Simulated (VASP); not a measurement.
# Sb: single point with HSE06

The system is Sb.

```
Sb
1.0
     0.00000    2.35533    2.35533
     2.35533    0.00000    2.35533
     2.35533    2.35533    0.00000
Sb
1
Direct
  0.00000 0.00000 0.00000
```

This isn't the form of Sb at room conditions, which is rhombohedral.

- Program: VASP 6.6.1
- Task: single point
- Functional: HSE06
- Potentials or basis: VASP PAW PBE potentials, release 64 (Sb_d_GW)
- Cutoff: 400 eV
- k mesh: 6 × 6 × 6
- Occupations: fermi-dirac, width 0.05 eV
- Spin: no spin polarisation
- Dipole correction: no
- Grid for exact exchange (PRECFOCK): Normal
- Further INCAR settings: ALGO = Normal; EDIFF = 1e-06; NBANDS = 14
- Share of exact exchange: 0.25
- Screening parameter: 0.2079 1/Å

```json
{"Pressure": "0.6 GPa", "Band gap on the k mesh": "zero (an odd number of electrons rules out a gap without spin polarisation)"}
```

Levels at points of the mesh, in eV from the Fermi level:
```
           k point  band 3  band 4  band 5  band 6  band 7  band 8  band 9  band 10  band 11  band 12
(0.00, 0.00, 0.00)  -32.19  -32.14  -32.14  -14.99    5.96    5.96    5.96    10.67    11.12    11.12
(0.50, 0.00, 0.00)  -32.18  -32.09  -32.09  -10.53   -7.11    4.04    4.04     9.01    10.01    10.01
(0.50, 0.50, 0.00)  -32.10  -32.08  -32.08   -8.57   -6.04    0.22    0.22     4.31     4.75    20.00
```

Wall time 21 min on 1 thread of Intel(R) Xeon(R) Platinum 8488C (Sapphire Rapids), with other jobs on the host, peak memory 0.25 GiB.

Caveat: the k points lie up to 0.39 Å⁻¹ apart, too coarse for converged energies and pressures of a metal; the PAW data sets were made with another functional, which shifts forces and pressure a little; spin-orbit coupling is left out, which moves the levels of the heavy elements; an odd number of electrons without spin polarisation forces a metal; a magnetic or distorted state may lie lower.
